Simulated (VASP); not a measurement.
Input of a VASP 6.6.1 run:

File INCAR:

```
SYSTEM = NaCl
PREC     = Accurate       ! precision mode
ENCUT    = 520            ! plane-wave cutoff, eV
EDIFF    = 1E-8           ! SCF threshold, eV
ISMEAR   = -1             ! smearing method
SIGMA    = 0.03           ! smearing width, eV
LREAL    = .False.        ! projectors in reciprocal space
LASPH    = .True.         ! aspherical terms in the spheres
NELM     = 60             ! most SCF steps
ALGO     = Normal         ! electronic algorithm
ISIF     = 2              ! what is computed and relaxed
LWAVE    = .False.        ! write WAVECAR
LCHARG   = .False.        ! write CHGCAR
GGA      = PS             ! functional
LEFG     = .True.       
NBANDS   = 14             ! bands
```

The input KPOINTS:

```
Automatic mesh
0
Gamma
  9 9 9
  0 0 0
```

The input POSCAR:

```
NaCl
1.0
    2.8016162709      0.0000000000      0.0000000000
    0.0000000000      2.8016162709      0.0000000000
    0.0000000000      0.0000000000      2.8016162709
Na Cl
1 1
Direct
    0.0000000000      0.0000000000      0.0000000000
    0.5000000000      0.5000000000      0.5000000000
```

Potentials or basis: VASP PAW PBE potentials, release 64 (Na_pv, Cl).

Command:

```sh
$ cat potpaw_PBE.64/Na_pv/POTCAR potpaw_PBE.64/Cl/POTCAR > POTCAR
$ mpirun -np 1 vasp_std > vasp.out
```

Predict the pressure.

77.0 GPa.

Estimate the band gap on the k mesh.

4.31 eV.

Caveat: the cell stands under pressure; the PAW data sets were made with another functional, which shifts forces and pressure a little; an odd mesh through Γ misses points on the zone boundary, where band edges can lie.
